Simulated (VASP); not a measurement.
# Al2Au (Fm-3m) in VASP: notebook

Al2Au is run at these levels: r2SCAN; tasks: single point.

Program: VASP 6.6.1. These are calculated values, not measurements. Logs are shortened: lines on timing, memory, paths and dates and some standing lists are left out, and cuts for length are marked.

### Step 1. The cell of the first run

The structure is cubic, space group Fm-3m (No. 225). Conventional cell: a = 5.929 Å, b = 5.929 Å, c = 5.929 Å, α = 90.00°, β = 90.00°, γ = 90.00°. Al (site symmetry -43m) has 4 Au at 2.57 Å and 6 Al at 2.96 Å within 3.4 Å. Au (site symmetry m-3m) has 8 Al at 2.57 Å within 3.4 Å.

### Step 2. Single point, r2SCAN

POSCAR reads:

```
Al2Au
1.0
    0.0000000000      2.9647029100      2.9647029100
    2.9647029100      0.0000000000      2.9647029100
    2.9647029100      2.9647029100      0.0000000000
Al Au
2 1
Direct
    0.2500000000      0.2500000000      0.2500000000
    0.7500000000      0.7500000000      0.7500000000
    0.0000000000      0.0000000000      0.0000000000
```

INCAR.step1 reads:

```
SYSTEM = Al2Au
PREC = Accurate
ENCUT = 520
ISMEAR = -1
SIGMA = 0.1
LREAL = .False.
LASPH = .True.
NELM = 60
NBANDS = 16
GGA = PE
ALGO = Normal
EDIFF = 1E-4
LWAVE = .True.
LCHARG = .False.
```

INCAR.step2 reads:

```
SYSTEM = Al2Au
PREC = Accurate
ENCUT = 520
EDIFF = 1E-6
ISMEAR = -1
SIGMA = 0.1
LREAL = .False.
LASPH = .True.
NELM = 60
ALGO = Normal
ISIF = 2
LWAVE = .False.
LCHARG = .False.
METAGGA = R2SCAN
LMIXTAU = .True.
NBANDS = 16
ISTART = 1
```

KPOINTS reads:

```
regular mesh
0
Gamma
  10 10 10
  0 0 0
```

Potentials or basis: VASP PAW PBE potentials, release 64 (Al, Au).

On the command line:

```console
> cat potpaw_PBE.64/Al/POTCAR potpaw_PBE.64/Au/POTCAR > POTCAR
> cp INCAR.step1 INCAR
> mpirun -np 1 vasp_std > vasp.out
> cp INCAR.step2 INCAR
> mpirun -np 1 vasp_std > vasp.out
```

OUTCAR:

```text
SYSTEM = Al2Au
   PREC = Accurate
   ENCUT = 520
   EDIFF = 1E-6
   ISMEAR = -1
   LREAL = .False.
   LASPH = .True.
   NELM = 60
   ISIF = 2
   METAGGA = R2SCAN
   ISTART = 1

 ion  position               nearest neighbor table
   1  0.250  0.250  0.250-   3 2.57   3 2.57   3 2.57   3 2.57   2 2.96   2 2.96   2 2.96   2 2.96
                             2 2.96   2 2.96
   2  0.750  0.750  0.750-   3 2.57   3 2.57   3 2.57   3 2.57   1 2.96   1 2.96   1 2.96   1 2.96
                             1 2.96   1 2.96
   3  0.000  0.000  0.000-   1 2.57   2 2.57   2 2.57   2 2.57   2 2.57   1 2.57   1 2.57   1 2.57

  LATTYP: Found a face centered cubic cell.
 ALAT       =     5.9294058200

  Lattice vectors:

 A1 = (   0.0000000000,   2.9647029100,   2.9647029100)
 A2 = (   2.9647029100,   0.0000000000,   2.9647029100)
 A3 = (   2.9647029100,   2.9647029100,   0.0000000000)

Analysis of symmetry for initial positions (statically):
=====================================================================
 Subroutine PRICEL returns:
 Original cell was already a primitive cell.

 Routine SETGRP: Setting up the symmetry group for a
 face centered cubic supercell.

 Subroutine GETGRP returns: Found 48 space group operations
 (whereof 48 operations were pure point group operations)
 out of a pool of 48 trial point group operations.

The static configuration has the point symmetry O_h .

Analysis of symmetry for dynamics (positions and initial velocities):
=====================================================================
 Subroutine PRICEL returns:
 Original cell was already a primitive cell.

 Routine SETGRP: Setting up the symmetry group for a
 face centered cubic supercell.

 Subroutine GETGRP returns: Found 48 space group operations
 (whereof 48 operations were pure point group operations)
 out of a pool of 48 trial point group operations.

The dynamic configuration has the point symmetry O_h .

 Subroutine INISYM returns: Found 48 space group operations
 (whereof 48 operations are pure point group operations),
 and found     1 'primitive' translations

----------------------------------------------------------------------------------------

                                     Primitive cell

  volume of cell :      52.1163

  direct lattice vectors                    reciprocal lattice vectors
     0.000000000  2.964702910  2.964702910    -0.168650963  0.168650963  0.168650963
     2.964702910  0.000000000  2.964702910     0.168650963 -0.168650963  0.168650963
     2.964702910  2.964702910  0.000000000     0.168650963  0.168650963 -0.168650963

  length of vectors
     4.192723064  4.192723064  4.192723064     0.292112036  0.292112036  0.292112036

  position of ions in fractional coordinates (direct lattice)
     0.250000000  0.250000000  0.250000000
     0.750000000  0.750000000  0.750000000
     0.000000000  0.000000000  0.000000000

  ion indices of the primitive-cell ions
   primitive index   ion index
                 1           1
                 2           2
                 3           3

----------------------------------------------------------------------------------------

 KPOINTS: regular mesh

Automatic generation of k-mesh.
 Grid dimensions read from file:
 generate k-points for:   10   10   10

 Generating k-lattice:

  Cartesian coordinates                     Fractional coordinates (reciprocal lattice)
    -0.016865096  0.016865096  0.016865096     0.100000000  0.000000000  0.000000000
     0.016865096 -0.016865096  0.016865096     0.000000000  0.100000000  0.000000000
     0.016865096  0.016865096 -0.016865096     0.000000000  0.000000000  0.100000000

  Length of vectors
     0.029211204  0.029211204  0.029211204

  Shift w.r.t. Gamma in fractional coordinates (k-lattice)
     0.000000000  0.000000000  0.000000000

 Subroutine IBZKPT returns following result:
 ===========================================

 Found     47 irreducible k-points:

 Following reciprocal coordinates:
            Coordinates               Weight
  0.000000  0.000000  0.000000      1.000000
  0.100000  0.000000  0.000000      8.000000
  0.200000  0.000000  0.000000      8.000000
  0.300000  0.000000  0.000000      8.000000
  0.400000  0.000000  0.000000      8.000000
  0.500000  0.000000  0.000000      4.000000
[... 16 lines left out ...]
  0.300000  0.300000  0.000000      6.000000
  0.400000  0.300000  0.000000     24.000000
 [... further k-points ...]
   k-points           NKPTS =     47   k-points in BZ     NKDIM =     47   number of bands    NBANDS=     16
   number of dos      NEDOS =    301   number of ions     NIONS =      3
   total plane-waves  NPLWV =  32768
   dimension x,y,z NGX =    32 NGY =   32 NGZ =   32
   dimension x,y,z NGXF=    64 NGYF=   64 NGZF=   64
   ions per type =               2   1
   NGX,Y,Z   is equivalent  to a cutoff of  12.69, 12.69, 12.69 a.u.
   NGXF,Y,Z  is equivalent  to a cutoff of  25.38, 25.38, 25.38 a.u.
 SYSTEM =  Al2Au
   PREC   = accura    normal or accurate (medium, high low for compatibility)
   ISTART =      1    job   : 0-new  1-cont  2-samecut
   ICHARG =      0    charge: 1-file 2-atom 10-const
   ISPIN  =      1    spin polarized calculation?
   LNONCOLLINEAR =      F non collinear calculations
   LSORBIT =      F    spin-orbit coupling
   LASPH  =      T    aspherical Exc in radial PAW
   ENCUT  =  520.0 eV  38.22 Ry    6.18 a.u.   7.80  7.80  7.80*2*pi/ulx,y,z
   NELM   =     60;   NELMIN=  2; NELMDL=  0     # of ELM steps
   EDIFF  = 0.1E-05   stopping-criterion for ELM
   LREAL  =      F    real-space projection
   EDIFFG = 0.1E-04   stopping-criterion for IOM
   NSW    =      0    number of steps for IOM
   IBRION =     -1    ionic relax: 0-MD 1-quasi-New 2-CG
   NFREE  =      0    steps in history (QN), initial steepest desc. (CG)
   ISIF   =      2    stress and relaxation
   ISYM   =      2    0-nonsym 1-usesym 2-fastsym
   POTIM  = 0.5000    time-step for ionic-motion
   TEBEG  =    0.0;   TEEND  =   0.0 temperature during run
   PSTRESS=    0.0 pullay stress
   NELECT =      17.0000    total number of electrons
   NUPDOWN=      -1.0000    fix difference up-down
   EMIN   =  10.00;   EMAX   =-10.00  energy-range for DOS
   EFERMI =   0.00;   METHOD = LEGACY
   ISMEAR =    -1;   SIGMA  =   0.10  broadening in eV -4-tet -1-fermi 0-gaus
   EFERMI_NEDOS =   21; number of points for ismear=-14 and -15
   IALGO  =     38    algorithm
   IMIX   =      4    mixing-type and parameters
     AMIX     =   0.40;   BMIX     =  1.00
     AMIX_MAG =   1.60;   BMIX_MAG =  1.00
  volume/ion in A,a.u.               =      17.37       117.23
  Fermi-wavevector in a.u.,A,eV,Ry     =   1.126938  2.129604 17.279248  1.269989
  Thomas-Fermi vector in A             =   2.263622
   LORBIT       =      0    0 simple, 1 ext, 2 COOP (PROOUT), +10 PAW based schemes
   METAGGA = R2SCAN    functional components
   LHFCALC =     F    Hartree Fock is set to
   AEXX    =    0.0000 exact exchange contribution
   IVDW    =     0    specifies the selected vdW correction
   LEPSILON=     F    determine dielectric tensor
   LRPA    =     F    only Hartree local field effects (RPA)
 non-spin polarized calculation
  energy-cutoff  :      520.00
  volume of cell :       52.12
 maximum number of plane-waves:      1422
   NGX = 15   NGY = 15   NGZ = 15

 number of electron      17.0000000 magnetization

 Free energy of the ion-electron system (eV)
  ---------------------------------------------------
  ext. energy  EPLUGINS =         0.00000000
  ---------------------------------------------------
  free energy    TOTEN  =       -65.52605041 eV

  energy without entropy =      -65.49912862  energy(sigma->0) =      -65.51258951

 E-fermi :   8.1129     XC(G=0): -11.4379

 val. band max:        8.1048052682   @ k =   0.5000   0.1000   0.0000
 cond. band min:       8.1216666330   @ k =  -0.2000   0.1000   0.0000
 fundamental gap:      0.0168613648
 Fermi energy:         8.1128885873

 k-point     1 :       0.0000    0.0000    0.0000
  band No.  band energies     occupation
      1      -3.2382      2.00000
      2       0.9810      2.00000
      3       0.9810      2.00000
      4       0.9810      2.00000
      5       2.0234      2.00000
      6       2.0234      2.00000
[... 8 lines left out ...]
     15      14.5240      0.00000
     16      14.5240      0.00000

 k-point     2 :       0.1000    0.0000    0.0000
  band No.  band energies     occupation
      1      -3.0959      2.00000
      2       0.9401      2.00000
      3       1.0181      2.00000
      4       1.0181      2.00000
      5       2.0160      2.00000
      6       2.0160      2.00000
[... 8 lines left out ...]
     15      14.1211      0.00000
     16      14.2617      0.00000

 k-point     3 :       0.2000    0.0000    0.0000
  band No.  band energies     occupation
      1      -2.6814      2.00000
      2       0.8469      2.00000
      3       1.1077      2.00000
      4       1.1077      2.00000
      5       2.0128      2.00000
      6       2.0128      2.00000
[... 8 lines left out ...]
     15      14.3822      0.00000
     16      14.8641      0.00000

 k-point     4 :       0.3000    0.0000    0.0000
  band No.  band energies     occupation
      1      -2.0466      2.00000
      2       0.7847      2.00000
      3       1.1944      2.00000
      4       1.1944      2.00000
      5       2.0526      2.00000
      6       2.0526      2.00000
[... 8 lines left out ...]
     15      15.6106      0.00000
     16      16.0584      0.00000
[... 324 lines left out ...]
 k-point    22 :      -0.2000    0.2000    0.0000
  band No.  band energies     occupation
      1      -1.8056      2.00000
      2       0.6831      2.00000
      3       1.2457      2.00000
      4       1.3092      2.00000
      5       1.8924      2.00000
      6       2.1740      2.00000
[... 8 lines left out ...]
     15      16.2355      0.00000
     16      17.6763      0.00000

 k-point    23 :       0.3000    0.3000    0.0000
  band No.  band energies     occupation
      1      -1.5688      2.00000
      2       0.5073      2.00000
      3       1.4850      2.00000
      4       1.4850      2.00000
      5       1.6349      2.00000
      6       2.2521      2.00000
[... 8 lines left out ...]
     15      16.5694      0.00000
     16      18.4178      0.00000

 k-point    24 :       0.4000    0.3000    0.0000
  band No.  band energies     occupation
      1      -0.9393      2.00000
      2       0.4313      2.00000
      3       1.4126      2.00000
      4       1.6079      2.00000
      5       1.8206      2.00000
      6       2.2895      2.00000
[... 8 lines left out ...]
     15      17.8726      0.00000
     16      19.5099      0.00000

 [... further k-points ...]
[... 5 lines left out ...]
  --------------------------------------------------------------------------------------
  -------------------------------------------------------------------------------------
  Total        1.6228196      1.6228196      1.6228196      0.0000000      0.0000000      0.0000000
  in kB       49.8892855     49.8892855     49.8892855      0.0000000      0.0000000      0.0000000
  external PRESSURE =      49.8892855 kB  Pullay stress =       0.0000000 kB

 VOLUME and BASIS-vectors are now :
 -----------------------------------------------------------------------------
  energy-cutoff  :      520.00
  volume of cell :       52.12
      direct lattice vectors                 reciprocal lattice vectors
     0.000000000  2.964702910  2.964702910    -0.168650963  0.168650963  0.168650963
     2.964702910  0.000000000  2.964702910     0.168650963 -0.168650963  0.168650963
     2.964702910  2.964702910  0.000000000     0.168650963  0.168650963 -0.168650963

 POSITION                                       TOTAL-FORCE (eV/Angst)
 -----------------------------------------------------------------------------------
      1.48235      1.48235      1.48235         0.000000      0.000000      0.000000
      4.44705      4.44705      4.44705        -0.000000     -0.000000     -0.000000
      0.00000      0.00000      0.00000        -0.000000      0.000000     -0.000000
 -----------------------------------------------------------------------------------
    total drift:                                0.000000     -0.000000      0.000000

  FREE ENERGIE OF THE ION-ELECTRON SYSTEM (eV)
  ---------------------------------------------------
  free  energy   TOTEN  =       -65.5260504110 eV

  energy  without entropy=      -65.4991286186  energy(sigma->0) =      -65.51258951
```

Wall time 88 s (1 thread of Intel Xeon Platinum 8259CL at 2.50GHz (Skylake/Cascade Lake), shared host); peak memory 0.2 GiB.

What came out:

```yaml
Free_energy: -65.5261 eV
Pressure: 5.0 GPa
```

Levels at points of the mesh, in eV from the Fermi level:
```tsv
k point	band 6	band 7	band 8	band 9	band 10	band 11	band 12	band 13
(0.00, 0.00, 0.00)	-6.09	3.08	3.08	3.08	3.20	4.38	4.38	4.38
(0.50, 0.00, 0.00)	-5.94	-5.86	0.33	0.33	3.91	4.25	4.25	4.40
(0.50, 0.50, 0.00)	-5.73	-5.42	-2.32	-2.32	1.82	2.42	8.05	11.00
```

Caveat: the PAW data sets were made with another functional, which shifts forces and pressure a little; spin-orbit coupling is left out, which moves the levels of the heavy elements.

[end of part 1 of 2]
